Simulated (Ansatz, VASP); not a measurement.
# Hg in VASP and in Ansatz

File INCAR:

```
  PREC = Accurate
  ENCUT = 410
  EDIFF = 1E-8
  ISMEAR = -1
  SIGMA = 0.03
  LREAL = F
  LASPH = T
  NELM = 120
  ALGO = Normal
  ISIF = 2
  LWAVE = F
  LCHARG = F
  GGA = PE
  LEFG = T
  NBANDS = 16
  GGA_COMPAT = F
```

KPOINTS

```
Automatic mesh
0
Gamma
  12 12 12
```

Contents of POSCAR:

```
Hg
1.0
    1.6949848368      0.9785999518      2.1887833115
   -1.6949848368      0.9785999518      2.1887833115
    0.0000000000     -1.9571999036      2.1887833115
Hg
1
Direct
    0.0000000000      0.0000000000      0.0000000000
```

Input for Ansatz:

```yaml
crystal:
  lattice:
    - [1.6949848368, 0.9785999518, 2.1887833115]
    - [-1.6949848368, 0.9785999518, 2.1887833115]
    - [0.0, -1.9571999036, 2.1887833115]
  atoms:
    - { symbol: Hg, position: [0.0, 0.0, 0.0] }
kpoints:
  mp_grid: { grid: [12, 12, 12] }
scf:
  occupations: { method: fermi_dirac, width: 0.03 }
hamiltonian:
  xc: pbe
  pseudopotentials: { kind: paw }
output:
  forces: true
  stress: true
  eigenvalues: true
  efg: { contact_densities: true }
```

Change from the starting cell: volume scaled by 0.9405, PAW files.

Alike in both runs: task electric field gradients; functional PBE; k mesh 12 × 12 × 12; occupations fermi-dirac, width 0.03 eV; no spin polarisation.

|  | VASP | Ansatz |
| --- | --- | --- |
| version | VASP 6.6.1 | Ansatz 0.2.0 |
| potentials or method | VASP PAW PBE potentials, release 64 (Hg_sv_GW) | PAW with Ansatz's default frozen-core files, scalar-relativistic |
| plane-wave cutoff (eV) | 410 | 420 |
| valence electrons in the cell | 20 | 20 |

```csv
,VASP,Ansatz,Ansatz less VASP
size of Vzz on the site where it differs most (V/Å²),157.9,141.4,-16.55
```

The functional is the same, so the differences come from potentials, cutoffs and numerics.

Neither program's run includes spin-orbit coupling.
